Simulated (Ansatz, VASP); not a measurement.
**ZnS in VASP and in Ansatz**

File POSCAR:

```
ZnS
1.0
    0.0000000000      2.6640802500      2.6640802500
    2.6640802500      0.0000000000      2.6640802500
    2.6640802500      2.6640802500      0.0000000000
Zn S
1 1
Direct
    0.0000000000      0.0000000000      0.0000000000
    0.7500000000      0.7500000000      0.7500000000
```

The input INCAR.step1:

```
SYSTEM = ZnS
PREC = Accurate
ENCUT = 520
ISMEAR = 0
SIGMA = 0.05
LREAL = .FALSE.
LASPH = .TRUE.
NELM = 80
NBANDS = 16
GGA = PE
ALGO = Normal
EDIFF = 1E-4
LWAVE = .TRUE.
LCHARG = .FALSE.
```

Contents of INCAR.step2:

```
SYSTEM = ZnS
PREC = Accurate
ENCUT = 520
EDIFF = 1E-6
ISMEAR = 0
SIGMA = 0.05
LREAL = .FALSE.
LASPH = .TRUE.
NELM = 80
ALGO = Normal
ISIF = 2
LWAVE = .FALSE.
LCHARG = .TRUE.
METAGGA = R2SCAN
LMIXTAU = .TRUE.
LELF = .TRUE.
LVHAR = .TRUE.
NBANDS = 16
ISTART = 1
```

The input KPOINTS:

```
regular mesh
0
G
  8 8 8
  0 0 0
```

Input for Ansatz:

```yaml
crystal:
  lattice:
    - [0.0, 2.66408025, 2.66408025]
    - [2.66408025, 0.0, 2.66408025]
    - [2.66408025, 2.66408025, 0.0]
  atoms:
    - { symbol: Zn, position: [0.0, 0.0, 0.0] }
    - { symbol: S, position: [0.75, 0.75, 0.75] }
basis:
  ecutwfc: 500
kpoints:
  mp_grid: { grid: [8, 8, 8] }
hamiltonian:
  xc: r2scan
scf:
  occupations: { method: gaussian, width: 0.05 }
output:
  forces: true
  stress: true
  eigenvalues: true
```

Change from the starting cell: strain -0.015 along x and y, -0.015 along z, atoms carried along.

Alike in both runs: task single point; functional r2SCAN; k mesh 8 × 8 × 8; occupations gaussian, width 0.05 eV; no spin polarisation.

```csv
,VASP,Ansatz
version,VASP 6.6.1,Ansatz 0.2.0
potentials or method,"VASP PAW PBE potentials, release 64 (Zn, S), cutoff 520 eV","scalar-relativistic, plane waves, PAW"
valence electrons in the cell,18,18
```

|  | VASP | Ansatz | Ansatz less VASP |
| --- | --- | --- | --- |
| gap on the k mesh at the Fermi level (eV) | 2.88 | 2.86 | -0.013 |
| least direct gap on the mesh (eV) | 2.88 | 2.86 | -0.013 |
| pressure (GPa) | 2.9 | 2.9 | -0.01 |

VASP's potentials were made for PBE, not for r2SCAN.
